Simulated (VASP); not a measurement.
# Cd (Im-3m) in VASP: notebook

The runs below take Cd through single point, relaxation of cell and atoms, with PBEsol+D4, PBEsol.

Everything below comes from runs of VASP 6.6.1. Logs are shortened: lines on timing, memory, paths and dates and some standing lists are left out, and cuts for length are marked.

## (1) The cell of the first run

Symmetry: Im-3m, No. 229, cubic system. The conventional cell has a = 3.454 Å, b = 3.454 Å, c = 3.454 Å, α = 90.00°, β = 90.00°, γ = 90.00°. Within 3.9 Å of Cd (site symmetry m-3m) lie 14 Cd at 2.99 to 3.45 Å.

This isn't the form of Cd at room conditions, which is hcp.

## (2) Single point, PBEsol+D4

Input file INCAR:

```
ALGO     = Fast           # electronic algorithm
EDIFF    = 1E-7           # SCF threshold, eV
ENCUT    = 520            # plane-wave cutoff, eV
GGA      = PS             # functional
ISIF     = 2              # what is computed and relaxed
ISMEAR   = 1              # smearing method
IVDW     = 13             # dispersion correction
LASPH    = T              # aspherical terms in the spheres
LCHARG   = F              # write CHGCAR
LREAL    = F              # projectors in reciprocal space
LWAVE    = F              # write WAVECAR
NBANDS   = 12             # bands
NELM     = 80             # most SCF steps
PREC     = Accurate       # precision mode
SIGMA    = 0.1            # smearing width, eV
```

Input file KPOINTS:

```
k-points
0
Gamma
  10 10 10
```

Input file POSCAR:

```
Cd
1.0
   -1.7268411696      1.7268411696      1.7268411696
    1.7268411696     -1.7268411696      1.7268411696
    1.7268411696      1.7268411696     -1.7268411696
Cd
1
Direct
    0.0000000000      0.0000000000      0.0000000000
```

Potentials or basis: VASP PAW PBE potentials, release 64 (Cd).

The run is started by

```
$ cat potpaw_PBE.64/Cd/POTCAR > POTCAR
$ mpirun -np 1 vasp_std > vasp.out
```

OUTCAR:

```text
EDIFF = 1E-7
   ENCUT = 520
   GGA = PS
   ISIF = 2
   ISMEAR = 1
   IVDW = 13
   LASPH = T
   LREAL = F
   NELM = 80
   PREC = Accurate

 ion  position               nearest neighbor table
   1  0.000  0.000  0.000-

  LATTYP: Found a body centered cubic cell.
 ALAT       =     3.4536823392

  Lattice vectors:

 A1 = (  -1.7268411696,   1.7268411696,   1.7268411696)
 A2 = (   1.7268411696,  -1.7268411696,   1.7268411696)
 A3 = (   1.7268411696,   1.7268411696,  -1.7268411696)

Analysis of symmetry for initial positions (statically):
=====================================================================
 Subroutine PRICEL returns:
 Original cell was already a primitive cell.

 Routine SETGRP: Setting up the symmetry group for a
 body centered cubic supercell.

 Subroutine GETGRP returns: Found 48 space group operations
 (whereof 48 operations were pure point group operations)
 out of a pool of 48 trial point group operations.

The static configuration has the point symmetry O_h .

Analysis of symmetry for dynamics (positions and initial velocities):
=====================================================================
 Subroutine PRICEL returns:
 Original cell was already a primitive cell.

 Routine SETGRP: Setting up the symmetry group for a
 body centered cubic supercell.

 Subroutine GETGRP returns: Found 48 space group operations
 (whereof 48 operations were pure point group operations)
 out of a pool of 48 trial point group operations.

The dynamic configuration has the point symmetry O_h .

 Subroutine INISYM returns: Found 48 space group operations
 (whereof 48 operations are pure point group operations),
 and found     1 'primitive' translations

----------------------------------------------------------------------------------------

                                     Primitive cell

  volume of cell :      20.5976

  direct lattice vectors                    reciprocal lattice vectors
    -1.726841170  1.726841170  1.726841170     0.000000000  0.289546027  0.289546027
     1.726841170 -1.726841170  1.726841170     0.289546027  0.000000000  0.289546027
     1.726841170  1.726841170 -1.726841170     0.289546027  0.289546027  0.000000000

  length of vectors
     2.990976642  2.990976642  2.990976642     0.409479918  0.409479918  0.409479918

  position of ions in fractional coordinates (direct lattice)
     0.000000000  0.000000000  0.000000000

  ion indices of the primitive-cell ions
   primitive index   ion index
                 1           1

----------------------------------------------------------------------------------------

 KPOINTS: k-points

Automatic generation of k-mesh.
 Grid dimensions read from file:
 generate k-points for:   10   10   10

 Generating k-lattice:

  Cartesian coordinates                     Fractional coordinates (reciprocal lattice)
     0.000000000  0.028954603  0.028954603     0.100000000  0.000000000  0.000000000
     0.028954603  0.000000000  0.028954603     0.000000000  0.100000000  0.000000000
     0.028954603  0.028954603  0.000000000     0.000000000  0.000000000  0.100000000

  Length of vectors
     0.040947992  0.040947992  0.040947992

  Shift w.r.t. Gamma in fractional coordinates (k-lattice)
     0.000000000  0.000000000  0.000000000

 Subroutine IBZKPT returns following result:
 ===========================================

 Found     47 irreducible k-points:

 Following reciprocal coordinates:
            Coordinates               Weight
  0.000000  0.000000  0.000000      1.000000
  0.100000  0.000000  0.000000     12.000000
  0.200000  0.000000  0.000000     12.000000
  0.300000  0.000000  0.000000     12.000000
  0.400000  0.000000  0.000000     12.000000
  0.500000  0.000000  0.000000      6.000000
[... 16 lines left out ...]
  0.300000  0.300000  0.100000      8.000000
 -0.300000  0.300000  0.100000     24.000000
 [... further k-points ...]
   k-points           NKPTS =     47   k-points in BZ     NKDIM =     47   number of bands    NBANDS=     12
   number of dos      NEDOS =    301   number of ions     NIONS =      1
   total plane-waves  NPLWV =  13824
   dimension x,y,z NGX =    24 NGY =   24 NGZ =   24
   dimension x,y,z NGXF=    48 NGYF=   48 NGZF=   48
   ions per type =               1
   NGX,Y,Z   is equivalent  to a cutoff of  13.34, 13.34, 13.34 a.u.
   NGXF,Y,Z  is equivalent  to a cutoff of  26.68, 26.68, 26.68 a.u.
 SYSTEM =  unknown system
   PREC   = accura    normal or accurate (medium, high low for compatibility)
   ISTART =      0    job   : 0-new  1-cont  2-samecut
   ICHARG =      2    charge: 1-file 2-atom 10-const
   ISPIN  =      1    spin polarized calculation?
   LNONCOLLINEAR =      F non collinear calculations
   LSORBIT =      F    spin-orbit coupling
   LASPH  =      T    aspherical Exc in radial PAW
   ENCUT  =  520.0 eV  38.22 Ry    6.18 a.u.   5.56  5.56  5.56*2*pi/ulx,y,z
   NELM   =     80;   NELMIN=  2; NELMDL= -5     # of ELM steps
   EDIFF  = 0.1E-06   stopping-criterion for ELM
   LREAL  =      F    real-space projection
   EDIFFG = 0.1E-05   stopping-criterion for IOM
   NSW    =      0    number of steps for IOM
   IBRION =     -1    ionic relax: 0-MD 1-quasi-New 2-CG
   NFREE  =      0    steps in history (QN), initial steepest desc. (CG)
   ISIF   =      2    stress and relaxation
   ISYM   =      2    0-nonsym 1-usesym 2-fastsym
   POTIM  = 0.5000    time-step for ionic-motion
   TEBEG  =    0.0;   TEEND  =   0.0 temperature during run
   PSTRESS=    0.0 pullay stress
   NELECT =      12.0000    total number of electrons
   NUPDOWN=      -1.0000    fix difference up-down
   EMIN   =  10.00;   EMAX   =-10.00  energy-range for DOS
   EFERMI =   0.00;   METHOD = LEGACY
   ISMEAR =     1;   SIGMA  =   0.10  broadening in eV -4-tet -1-fermi 0-gaus
   EFERMI_NEDOS =   21; number of points for ismear=-14 and -15
   IALGO  =     68    algorithm
   IMIX   =      4    mixing-type and parameters
     AMIX     =   0.40;   BMIX     =  1.00
     AMIX_MAG =   1.60;   BMIX_MAG =  1.00
  volume/ion in A,a.u.               =      20.60       139.00
  Fermi-wavevector in a.u.,A,eV,Ry     =   1.367297  2.583817 25.436106  1.869501
  Thomas-Fermi vector in A             =   2.493362
   LORBIT       =      0    0 simple, 1 ext, 2 COOP (PROOUT), +10 PAW based schemes
   GGA     = PS    functional components
   LHFCALC =     F    Hartree Fock is set to
   AEXX    =    0.0000 exact exchange contribution
   IVDW    =    13    specifies the selected vdW correction
   LEPSILON=     F    determine dielectric tensor
   LRPA    =     F    only Hartree local field effects (RPA)
 non-spin polarized calculation
 RMM-DIIS sequential band-by-band and
 Methfessel and Paxton  Order N= 1 SIGMA  =   0.10
  energy-cutoff  :      520.00
  volume of cell :       20.60
 maximum number of plane-waves:       586
 NGX is ok and might be reduce to    24
   NGX = 11   NGY = 11   NGZ = 11

 number of electron      12.0000001 magnetization

 Free energy of the ion-electron system (eV)
  ---------------------------------------------------
  ext. energy  EPLUGINS =         0.00000000
  ---------------------------------------------------
  free energy    TOTEN  =        -1.12585110 eV

  energy without entropy =       -1.12527403  energy(sigma->0) =       -1.12565874

 E-fermi :   3.4035     XC(G=0): -11.4775

 val. band max:        3.2680854545   @ k =  -0.4000   0.4000   0.4000
 cond. band min:       3.4223716106   @ k =  -0.4000  -0.4000   0.1000
 fundamental gap:      0.1542861562
 Fermi energy:         3.4035215220

 k-point     1 :       0.0000    0.0000    0.0000
  band No.  band energies     occupation
      1      -6.2402      2.00000
      2      -6.2402      2.00000
      3      -6.2402      2.00000
      4      -6.1747      2.00000
      5      -5.5000      2.00000
      6      -5.5000      2.00000
      7      18.9451      0.00000
      8      18.9451      0.00000
      9      18.9451      0.00000
     10      20.4006      0.00000
     11      20.4006      0.00000
     12      20.4006      0.00000

 k-point     2 :       0.1000    0.0000    0.0000
  band No.  band energies     occupation
      1      -6.2777      2.00000
      2      -6.2543      2.00000
      3      -6.1337      2.00000
      4      -5.8702      2.00000
      5      -5.5312      2.00000
      6      -5.4982      2.00000
      7      16.5745      0.00000
      8      18.1334      0.00000
      9      18.6673      0.00000
     10      18.8537      0.00000
     11      19.2935      0.00000
     12      19.9293      0.00000

 k-point     3 :       0.2000    0.0000    0.0000
  band No.  band energies     occupation
      1      -6.3745      2.00000
      2      -6.3469      2.00000
      3      -5.8439      2.00000
      4      -5.6111      2.00000
      5      -5.4919      2.00000
      6      -4.8996      2.00000
      7      12.4466      0.00000
      8      16.2599      0.00000
      9      16.5988      0.00000
     10      18.1534      0.00000
     11      18.6597      0.00000
     12      20.8483      0.00000
[... 286 lines left out ...]
 k-point    23 :       0.3000    0.3000    0.1000
  band No.  band energies     occupation
      1      -6.5556      2.00000
      2      -6.0357      2.00000
      3      -6.0357      2.00000
      4      -5.4595      2.00000
      5      -5.4595      2.00000
      6       3.9309     -0.00000
      7       4.3173     -0.00000
      8       4.3173     -0.00000
      9       9.6772      0.00000
     10      23.8072      0.00000
     11      23.8072      0.00000
     12      27.5358      0.00000

 k-point    24 :      -0.3000    0.3000    0.1000
  band No.  band energies     occupation
      1      -6.4238      2.00000
      2      -6.3781      2.00000
      3      -5.7458      2.00000
      4      -5.5728      2.00000
      5      -5.4808      2.00000
      6      -3.0072      2.00000
      7       8.7052      0.00000
      8      13.3325      0.00000
      9      13.9830      0.00000
     10      18.4182      0.00000
     11      19.3689      0.00000
     12      20.3815      0.00000

 [... further k-points ...]

------------------------ aborting loop because EDIFF is reached ----------------------------------------

  DFT-D4 for vdW energy calculation

  Edisp (eV):   -0.24740

  FORCE on cell =-STRESS in cart. coord.  units (eV):
  Direction    XX          YY          ZZ          XY          YZ          ZX
  --------------------------------------------------------------------------------------
  -------------------------------------------------------------------------------------
  Total       0.05345     0.05345     0.05345     0.00000    -0.00000     0.00000
  in kB       4.15797     4.15797     4.15797     0.00000    -0.00000     0.00000
  external pressure =        4.16 kB  Pullay stress =        0.00 kB

 VOLUME and BASIS-vectors are now :
 -----------------------------------------------------------------------------
  energy-cutoff  :      520.00
  volume of cell :       20.60
      direct lattice vectors                 reciprocal lattice vectors
    -1.726841170  1.726841170  1.726841170     0.000000000  0.289546027  0.289546027
     1.726841170 -1.726841170  1.726841170     0.289546027  0.000000000  0.289546027
     1.726841170  1.726841170 -1.726841170     0.289546027  0.289546027  0.000000000

 POSITION                                       TOTAL-FORCE (eV/Angst)
 -----------------------------------------------------------------------------------
      0.00000      0.00000      0.00000        -0.000000     -0.000000     -0.000000
 -----------------------------------------------------------------------------------
    total drift:                                0.000000      0.000000     -0.000000

  FREE ENERGIE OF THE ION-ELECTRON SYSTEM (eV)
  ---------------------------------------------------
  free  energy   TOTEN  =        -1.3732535035 eV

  energy  without entropy=       -1.3726764337  energy(sigma->0) =       -1.37306115
```

Wall time 8.9 s (1 thread of Intel Xeon Platinum 8259CL at 2.50GHz (Skylake/Cascade Lake), shared host); peak memory 0.14 GiB.

What came out:

```
Free energy                : -1.3733 eV
Pressure                   : 0.4 GPa
Band gap on the k mesh     : zero (bands 6 and 7 overlap by 4.27 eV)
Dispersion energy per atom : -0.247 eV
```

Caveat: the PAW data sets were made with another functional, which shifts forces and pressure a little.

[end of part 1 of 2]

The gap in the log of VASP goes by the Fermi energy; the results here count the filled bands.